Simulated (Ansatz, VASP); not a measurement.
## Two plane-wave programs on CdSe

Contents of INCAR:

```
SYSTEM = CdSe
PREC = Accurate
ENCUT = 520
EDIFF = 1E-6
ISMEAR = 0
SIGMA = 0.05
LREAL = .False.
LASPH = .True.
NELM = 80
ALGO = Normal
ISIF = 2
LWAVE = .False.
LCHARG = .False.
GGA = PS
NBANDS = 16
```

Contents of KPOINTS:

```
regular mesh
0
Gamma
  10 10 10
  0 0 0
```

Contents of POSCAR:

```
CdSe
1.0
   -0.2230800596      2.5851131655      3.0413096065
    3.0413096065     -0.2230800596      3.0413096065
    2.8182295469      2.3620331059      0.0000000000
Cd Se
1 1
Direct
    0.0000000000      0.0000000000      0.0000000000
    0.7500000000      0.7500000000      0.7500000000
```

Input for Ansatz:

```yaml
crystal:
  lattice:
    - [-0.2230800596, 2.5851131655, 3.0413096065]
    - [3.0413096065, -0.2230800596, 3.0413096065]
    - [2.8182295469, 2.3620331059, 0.0]
  atoms:
    - { symbol: Cd, position: [0.0, 0.0, 0.0] }
    - { symbol: Se, position: [0.75, 0.75, 0.75] }
basis:
  ecutwfc: 420
kpoints:
  mp_grid: { grid: [10, 10, 10] }
hamiltonian:
  xc: pbesol
scf:
  occupations: { method: gaussian, width: 0.05 }
output:
  forces: true
  stress: true
  eigenvalues: true
```

Change from the starting cell: engineering shear strain xz -0.1467, normal strain along z -0.1500.

Alike in both runs: task single point; functional PBEsol; k mesh 10 × 10 × 10; occupations gaussian, width 0.05 eV; no spin polarisation.

```csv
,VASP,Ansatz
version,VASP 6.6.1,Ansatz 0.2.0
potentials or method,"VASP PAW PBE potentials, release 64 (Cd, Se), cutoff 520 eV","scalar-relativistic, plane waves, PAW"
valence electrons in the cell,18,36
```

Ansatz gave:

```
gap on the k mesh at the Fermi level (eV)                     : 0.11
least direct gap on the mesh (eV)                             : 0.11
pressure (GPa)                                                : 14.2
traceless stress, the component that is largest in VASP (GPa) : 12.53
rms of the force components (eV/Å)                            : 1.249
```

**Question.** What did VASP give for the same quantities?

**Answer.** gap on the k mesh at the Fermi level (eV): 0.12; least direct gap on the mesh (eV): 0.12; pressure (GPa): 15.0; traceless stress, the component that is largest in VASP (GPa): 12.84; rms of the force components (eV/Å): 1.292.

VASP's potentials were made for PBE, not for PBEsol. Atom by atom the forces differ by 0.043 eV/Å (rms over components). The functional is the same, so the differences come from potentials, cutoffs and numerics. VASP's potentials hold 18 valence electrons a cell and Ansatz's 36, so a difference there can come from the potentials and not from the codes.
